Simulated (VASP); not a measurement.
A run of VASP 6.6.1 is set up as follows.

The input INCAR:

```
SYSTEM = NaI
PREC = Accurate ; ENCUT = 600
EDIFF = 1E-6 ; ISMEAR = 0
SIGMA = 0.01 ; LREAL = .FALSE.
LASPH = .TRUE. ; NELM = 60
ALGO = Normal ; ISIF = 3
LWAVE = .FALSE. ; LCHARG = .FALSE.
GGA = PE ; IVDW = 12
IBRION = 2 ; NSW = 60
EDIFFG = -0.02
```

File KPOINTS:

```
regular mesh
0
G
  5 5 5
  0 0 0
```

The input POSCAR:

```
NaI
1.0
    0.0000000000      3.2364000000      3.2364000000
    3.2364000000      0.0000000000      3.2364000000
    3.2364000000      3.2364000000      0.0000000000
Na I
1 1
Direct
    0.0000000000      0.0000000000      0.0000000000
    0.5000000000      0.5000000000      0.5000000000
```

Potentials or basis: VASP PAW PBE potentials, release 64 (Na_pv, I).

Run with:

```bash
$ cat potpaw_PBE.64/Na_pv/POTCAR potpaw_PBE.64/I/POTCAR > POTCAR
$ mpirun -np 1 vasp_std > vasp.out
```

(1) What does it give for the space group after relaxing (to 0.05 Å)?

(2) Predict the relaxed volume.

(3) Estimate the relaxed cell.

Results:

(1) Fm-3m (No. 225).

(2) 32.23 Å³/atom.

(3) a = 4.501 Å, b = 4.501 Å, c = 4.501 Å, α = 60.00°, β = 60.00°, γ = 60.00°.
